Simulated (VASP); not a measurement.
## Cr: single point with PBEsol

Crystal: Cr.

```
CELL_PARAMETERS angstrom
1.76977 0.00000 0.00000
0.00000 1.76977 0.00000
0.00000 0.00000 1.76977
ATOMIC_POSITIONS crystal
Cr 0.00000 0.00000 0.00000
```

This isn't the form of Cr at room conditions, which is bcc.

```yaml
Program: VASP 6.6.1
Task: single point
Functional: PBEsol
Potentials_or_basis: VASP PAW PBE potentials, release 64 (Cr_sv)
Cutoff: 520 eV
k_mesh: 16 × 16 × 16
Occupations: fermi-dirac, width 0.1 eV
Spin: collinear spin, ferromagnetic start
Starting_moments: "[2.0] μB"
Dipole_correction: no
k_mesh_for_the_DOS: 24 × 24 × 24
Occupations_for_the_DOS: tetrahedron
Further_INCAR_settings: ALGO = Normal; EDIFF = 1e-06; NBANDS = 17
```

| Item | Value |
| --- | --- |
| Net moment | 0.00 μB per cell |
| Valence electrons inside the program's atomic spheres | Cr 13.56 |

Levels at points of the mesh, in eV from the Fermi level:
Spin up:
```tsv
k point	band 5	band 6	band 7	band 8	band 9	band 10
(0.00, 0.00, 0.00)	-9.38	-9.38	-8.00	6.61	6.61	6.61
(0.50, 0.00, 0.00)	-7.17	-3.26	0.13	0.13	1.90	7.24
(0.50, 0.50, 0.00)	-14.12	-3.07	1.63	1.63	10.57	15.41
(0.50, 0.50, 0.50)	-9.81	-9.81	-9.81	10.16	10.95	10.95
```
Spin down:
| k point | band 4 | band 5 | band 6 | band 7 | band 8 | band 9 | band 10 | band 11 |
| --- | --- | --- | --- | --- | --- | --- | --- | --- |
| (0.00, 0.00, 0.00) | -40.93 | -9.38 | -9.38 | -8.00 | 6.61 | 6.61 | 6.61 | 33.64 |
| (0.50, 0.00, 0.00) | -40.00 | -7.17 | -3.26 | 0.13 | 0.13 | 1.90 | 7.24 | 19.83 |
| (0.50, 0.50, 0.00) | -39.17 | -14.12 | -3.07 | 1.63 | 1.63 | 10.57 | 15.41 | 15.41 |
| (0.50, 0.50, 0.50) | -46.30 | -9.81 | -9.81 | -9.81 | 10.16 | 10.95 | 10.95 | 34.16 |

Wall time 64 s on 1 thread of Intel(R) Xeon(R) Platinum 8259CL CPU @ 2.50GHz (Skylake/Cascade Lake) (shared host), peak memory 0.2 GiB.

Caveat: atoms lie so close that the PAW spheres overlap strongly, which falsifies energies and pressures; the moments typed at the start vanished in this run.
